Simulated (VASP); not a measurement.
A run of VASP 6.6.1:

The input INCAR:

```
SYSTEM = LiWO2
PREC     = Accurate       ! precision mode
ENCUT    = 600            ! plane-wave cutoff, eV
EDIFF    = 1E-6           ! SCF threshold, eV
ISMEAR   = -1             ! smearing method
SIGMA    = 0.15           ! smearing width, eV
LREAL    = .FALSE.        ! projectors in reciprocal space
LASPH    = .TRUE.         ! aspherical terms in the spheres
NELM     = 80             ! most SCF steps
ALGO     = Normal         ! electronic algorithm
ISIF     = 3              ! what is computed and relaxed
LWAVE    = .FALSE.        ! write WAVECAR
LCHARG   = .FALSE.        ! write CHGCAR
GGA      = PE             ! functional
IBRION   = 2              ! ionic algorithm
NSW      = 80             ! ionic steps
EDIFFG   = -0.001         ! ionic threshold
```

KPOINTS

```
Automatic mesh
0
G
  21 21 8
  0 0 0
```

Contents of POSCAR:

```
LiWO2
1.0
    2.7696569237      0.0000000000      0.0000000000
   -1.3848284619      2.3985932557      0.0000000000
    0.0000000000      0.0000000000      5.5851360424
Li W O
1 1 2
Direct
    0.0000000000      0.0000000000      0.5000000000
    0.0000000000      0.0000000000      0.0000000000
    0.3333333333      0.6666666667      0.2579262259
    0.6666666667      0.3333333333      0.7420737741
```

Potentials or basis: VASP PAW PBE potentials, release 64 (Li_sv, W_sv, O).

Launch:

```sh
$ cat potpaw_PBE.64/Li_sv/POTCAR potpaw_PBE.64/W_sv/POTCAR potpaw_PBE.64/O/POTCAR > POTCAR
$ mpirun -np 1 vasp_std > vasp.out
```

Hardware: 1 thread of Intel(R) Xeon(R) Platinum 8559C (Emerald Rapids), with other jobs on the host.

Task: How long does it take, and how much memory?

Result: Wall time 13 min on 1 thread of Intel(R) Xeon(R) Platinum 8559C (Emerald Rapids) (shared host), peak memory 0.42 GiB. Counts: scf iterations 49, k points 351, ion steps 9.
